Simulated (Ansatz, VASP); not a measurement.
## InO: VASP beside Ansatz

```
In O
1.0
     3.25829    0.00000    0.00000
    -1.62915    2.82177    0.00000
     0.00000    0.00000   15.45572
In O
2 2
Direct
  0.66667 0.33333 0.58953
  0.66667 0.33333 0.41047
  0.00000 0.00000 0.63988
  0.00000 0.00000 0.36012
```

Change from the starting cell: strain -0.050 along x and y, -0.025 along z, atoms carried along.

Alike in both runs: task single point; functional PBE; dispersion D3(BJ); k mesh 12 × 12 × 2; occupations gaussian, width 0.05 eV; no spin polarisation.

|  | VASP | Ansatz |
| --- | --- | --- |
| version | VASP 6.6.1 | Ansatz 0.2.0 |
| potentials or method | VASP PAW PBE potentials, release 64 (In_d, O), cutoff 520 eV | scalar-relativistic, plane waves, PAW |
| valence electrons in the cell | 38 | 38 |

```csv
,VASP,Ansatz,Ansatz less VASP
gap on the k mesh at the Fermi level (eV),0.48,0.49,+0.005
least direct gap on the mesh (eV),1.64,1.65,+0.011
rms of the force components (eV/Å),0.750,0.724,-0.0260
```

Atom by atom the forces differ by 0.026 eV/Å (rms over components).
